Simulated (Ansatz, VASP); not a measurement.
## One calculation of CO2, two programs

```xyz
6
Lattice="2.6359 -2.3874 0.0000 2.6359 2.3874 0.0000 0.0000 0.0000 6.5872" Properties=species:S:1:pos:R:3 pbc="T T T"
C     0.0000    0.0000    0.0000
C     2.6359    0.0000    3.2936
O     2.6359   -1.4635    5.8747
O     2.6359    1.4635    0.7124
O     2.6359   -0.9239    2.5811
O     2.6359    0.9239    4.0060
```

Alike in both runs: task single point; functional LDA; k mesh 6 × 6 × 4; occupations gaussian, width 0.1 eV; no spin polarisation.

|  | VASP | Ansatz |
| --- | --- | --- |
| version | VASP 6.6.1 | Ansatz 0.2.0 |
| potentials or method | VASP PAW LDA potentials, release 64 (C, O), cutoff 520 eV | scalar-relativistic, plane waves, PAW |
| valence electrons in the cell | 32 | 32 |

VASP gave:

| Property | Result |
| --- | --- |
| gap on the k mesh at the Fermi level (eV) | 6.30 |
| least direct gap on the mesh (eV) | 6.88 |
| pressure (GPa) | -0.8 |
| traceless stress, the component that is largest in VASP (GPa) | 0.64 |
| rms of the force components (eV/Å) | 0.092 |

Which values does Ansatz return?

gap on the k mesh at the Fermi level (eV): 6.33; least direct gap on the mesh (eV): 6.91; pressure (GPa): -2.8; traceless stress, the component that is largest in VASP (GPa): -1.40; rms of the force components (eV/Å): 0.270.

LDA's correlation is that of Perdew and Zunger in VASP and of Perdew and Wang (1992) in Ansatz. Atom by atom the forces differ by 0.362 eV/Å (rms over components). One of these differences is far larger than is usual between the two programs; its cause wasn't traced.

Noted on VASP's run: the standard files for N, O and F lose accuracy on very short bonds.
